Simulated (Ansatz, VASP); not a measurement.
## GaN: VASP beside Ansatz

The input POSCAR:

```
GaN
1.0
    3.1799996605      0.0000000000      0.0000000000
   -1.5899998303      2.7539604900      0.0000000000
    0.0000000000      0.0000000000      5.1660000000
Ga N
2 2
Direct
    0.3333333333      0.6666666667      0.0000000000
    0.6666666667      0.3333333333      0.5000000000
    0.3491110813      0.6745555406      0.3868333109
    0.6824444146      0.3412222073      0.8868333109
```

File INCAR.step1:

```
  ALGO = Normal
  EDIFF = 1E-4
  ENCUT = 520
  GGA = PE
  ISMEAR = 0
  LASPH = T
  LCHARG = F
  LREAL = F
  LWAVE = T
  NBANDS = 26
  NELM = 100
  PREC = Accurate
  SIGMA = 0.05
```

The input INCAR.step2:

```
  ALGO = Normal
  EDIFF = 1E-6
  ENCUT = 520
  ISIF = 2
  ISMEAR = 0
  ISTART = 1
  LASPH = T
  LCHARG = F
  LMIXTAU = T
  LREAL = F
  LWAVE = F
  METAGGA = R2SCAN
  NBANDS = 26
  NELM = 100
  PREC = Accurate
  SIGMA = 0.05
```

File KPOINTS:

```
k-points
0
Gamma
  12 12 6
```

Input for Ansatz:

```yaml
crystal:
  lattice:
    - [3.1799996605, 0.0, 0.0]
    - [-1.5899998303, 2.75396049, 0.0]
    - [0.0, 0.0, 5.166]
  atoms:
    - { symbol: Ga, position: [0.3333333333, 0.6666666667, 0.0] }
    - { symbol: Ga, position: [0.6666666667, 0.3333333333, 0.5] }
    - { symbol: "N", position: [0.3491110813, 0.6745555406, 0.3868333109] }
    - { symbol: "N", position: [0.6824444146, 0.3412222073, 0.8868333109] }
basis:
  ecutwfc: 500
kpoints:
  mp_grid: { grid: [12, 12, 6] }
hamiltonian:
  xc: r2scan
scf:
  occupations: { method: gaussian, width: 0.05 }
output:
  forces: true
  stress: true
  eigenvalues: true
```

Change from the starting cell: all N atoms moved -0.075 Å, as atom 3 towards its neighbour atom 4 (N) at 3.169 Å.

Alike in both runs: task single point; functional r2SCAN; k mesh 12 × 12 × 6; occupations gaussian, width 0.05 eV; no spin polarisation.

|  | VASP | Ansatz |
| --- | --- | --- |
| version | VASP 6.6.1 | Ansatz 0.2.0 |
| potentials or method | VASP PAW PBE potentials, release 64 (Ga_d, N), cutoff 520 eV | scalar-relativistic, plane waves, PAW |
| valence electrons in the cell | 36 | 36 |

|  | VASP | Ansatz | Ansatz less VASP |
| --- | --- | --- | --- |
| gap on the k mesh at the Fermi level (eV) | 2.32 | 2.32 | +0.004 |
| least direct gap on the mesh (eV) | 2.32 | 2.32 | +0.004 |
| pressure (GPa) | 2.7 | 1.6 | -1.10 |
| traceless stress, the component that is largest in VASP (GPa) | -3.24 | -3.02 | +0.224 |
| rms of the force components (eV/Å) | 0.509 | 0.498 | -0.0114 |

VASP's potentials were made for PBE, not for r2SCAN. Atom by atom the forces differ by 0.012 eV/Å (rms over components).
